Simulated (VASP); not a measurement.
Crystal: ErTl3Br.

```
Er Tl Br
1.0
     4.78021    0.00000    0.00000
     0.00000    4.78021    0.00000
     0.00000    0.00000    7.72641
Er Tl Br
1 3 1
Direct
  0.00000 0.00000 0.00000
  0.50000 0.50000 0.20843
  0.50000 0.50000 0.79157
  0.50000 0.50000 0.50000
  0.00000 0.00000 0.50000
```

The cell was generated, and may not be a known phase.

```yaml
Program: VASP 6.6.1
Task: relaxation of cell and atoms
Functional: PBE
Potentials_or_basis: VASP PAW PBE potentials, release 64 (Er_3, Tl_d, Br), 4f in core
Cutoff: 500 eV
k_mesh: 4 × 4 × 2
Occupations: gaussian, width 0.1 eV
Spin: no spin polarisation
```

At the start: pressure 10.7 GPa; volume 35.31 Å³/atom.

Problem. Where does the relaxation end?

Solution. Over 15 steps the energy falls by 1139.9 meV/atom and the volume is 33.94 Å³/atom (-3.9 %); space group P4/mmm (No. 123, to 0.1 Å) before and after.

The path:
| step | energy change (eV) | largest force (eV/Å) | pressure (GPa) | volume (Å³) |
| --- | --- | --- | --- | --- |
| 1 | 0.0000 | 11.5846 | 10.65 | 176.55 |
| 2 | -4.9966 | 0.1815 | -2.21 | 228.24 |
| 3 | -4.9964 | 0.1804 | -2.22 | 228.10 |
| 4 | -4.9958 | 0.1753 | -2.28 | 227.23 |
| 5 | -5.2364 | 0.0193 | -3.25 | 203.84 |
| 6 | -4.9683 | 1.3497 | -1.77 | 190.70 |
| 7 | -5.2495 | 0.0055 | -3.17 | 201.99 |
| 8 | -5.2450 | 0.2666 | -2.97 | 198.34 |
| 9 | -5.2538 | 0.1295 | -3.09 | 200.03 |
| 10 | -5.5984 | 0.1913 | -1.64 | 181.77 |
| 11 | -5.6785 | 0.4124 | -0.19 | 171.47 |
| 12 | -5.6799 | 0.4493 | 0.10 | 169.84 |
| 13 | -5.6798 | 0.4360 | -0.01 | 170.41 |
| 14 | -5.6958 | 0.1987 | -0.04 | 170.00 |
| 15 | -5.6996 | 0.0340 | -0.05 | 169.68 |

Final structure:
```
Er Tl Br
1.0
     4.30768    0.00000    0.00000
     0.00000    4.30768    0.00000
     0.00000    0.00000    9.14391
Er Tl Br
1 3 1
Direct
  0.00000 0.00000 0.00000
  0.50000 0.50000 0.16643
  0.50000 0.50000 0.83357
  0.50000 0.50000 0.50000
  0.00000 0.00000 0.50000
```

Caveat: the k points lie up to 0.36 Å⁻¹ apart in the final cell, too coarse for converged energies and pressures of a metal; a cell axis changed by over 15 % at a fixed basis, so the end point is rough; the run has no spin polarisation, though such a crystal can be magnetic.
